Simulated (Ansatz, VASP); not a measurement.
One calculation of AlGaN2, two programs

The input POSCAR:

```
AlGaN2
1.0
    3.0937638930      0.0000000000      0.0000000000
    0.0000000000      3.0937638930      0.0000000000
    0.0000000000      0.0000000000      4.4901955091
Al Ga N
1 1 2
Direct
    0.5000000000      0.5000000000      0.5000000000
    0.0000000000      0.0000000000      0.0000000000
    0.5000000000      0.0000000000      0.7382648100
    0.0000000000      0.5000000000      0.2617351900
```

INCAR.step1

```
SYSTEM = AlGaN2
PREC     = Accurate       ! precision mode
ENCUT    = 520            ! plane-wave cutoff, eV
ISMEAR   = 0              ! smearing method
SIGMA    = 0.05           ! smearing width, eV
LREAL    = .FALSE.        ! projectors in reciprocal space
LASPH    = .TRUE.         ! aspherical terms in the spheres
NELM     = 80             ! most SCF steps
NBANDS   = 21             ! bands
GGA      = PE             ! functional
ALGO     = Normal         ! electronic algorithm
EDIFF    = 1E-4           ! SCF threshold, eV
LWAVE    = .TRUE.         ! write WAVECAR
LCHARG   = .FALSE.        ! write CHGCAR
```

INCAR.step2

```
SYSTEM = AlGaN2
PREC     = Accurate       ! precision mode
ENCUT    = 520            ! plane-wave cutoff, eV
EDIFF    = 1E-6           ! SCF threshold, eV
ISMEAR   = 0              ! smearing method
SIGMA    = 0.05           ! smearing width, eV
LREAL    = .FALSE.        ! projectors in reciprocal space
LASPH    = .TRUE.         ! aspherical terms in the spheres
NELM     = 80             ! most SCF steps
ALGO     = Normal         ! electronic algorithm
ISIF     = 2              ! what is computed and relaxed
LWAVE    = .FALSE.        ! write WAVECAR
LCHARG   = .TRUE.         ! write CHGCAR
METAGGA  = R2SCAN         ! meta-GGA
LMIXTAU  = .TRUE.       
LELF     = .TRUE.         ! ELF
LVHAR    = .TRUE.       
NBANDS   = 21             ! bands
ISTART   = 1
```

File KPOINTS:

```
regular mesh
0
G
  8 8 6
  0 0 0
```

Input for Ansatz:

```yaml
crystal:
  lattice:
    - [3.093763893, 0.0, 0.0]
    - [0.0, 3.093763893, 0.0]
    - [0.0, 0.0, 4.4901955091]
  atoms:
    - { symbol: Al, position: [0.5, 0.5, 0.5] }
    - { symbol: Ga, position: [0.0, 0.0, 0.0] }
    - { symbol: "N", position: [0.5, 0.0, 0.73826481] }
    - { symbol: "N", position: [0.0, 0.5, 0.26173519] }
basis:
  ecutwfc: 500
kpoints:
  mp_grid: { grid: [8, 8, 6] }
hamiltonian:
  xc: r2scan
scf:
  occupations: { method: gaussian, width: 0.05 }
output:
  forces: true
  stress: true
  eigenvalues: true
  write_density: true
  write_potential: true
  elf: true
  volumetric_format: npy
```

Change from the starting cell: strain -0.015 along x and y, +0.015 along z, atoms carried along.

Alike in both runs: task single point; functional r2SCAN; k mesh 8 × 8 × 6; occupations gaussian, width 0.05 eV; no spin polarisation.

|  | VASP | Ansatz |
| --- | --- | --- |
| version | VASP 6.6.1 | Ansatz 0.2.0 |
| potentials or method | VASP PAW PBE potentials, release 64 (Al, Ga_d, N), cutoff 520 eV | scalar-relativistic, plane waves, PAW |
| valence electrons in the cell | 26 | 26 |

VASP gave:

* gap on the k mesh at the Fermi level (eV): 3.43
* least direct gap on the mesh (eV): 3.43
* pressure (GPa): 3.2
* traceless stress, the component that is largest in VASP (GPa): -3.00
* rms of the force components (eV/Å): 0.023

Q: What did Ansatz give for the same quantities?

A: gap on the k mesh at the Fermi level (eV): 3.42; least direct gap on the mesh (eV): 3.42; pressure (GPa): 2.8; traceless stress, the component that is largest in VASP (GPa): -2.99; rms of the force components (eV/Å): 0.061.

VASP's potentials were made for PBE, not for r2SCAN. Atom by atom the forces differ by 0.038 eV/Å (rms over components). The functional is the same, so the differences come from potentials, cutoffs and numerics.
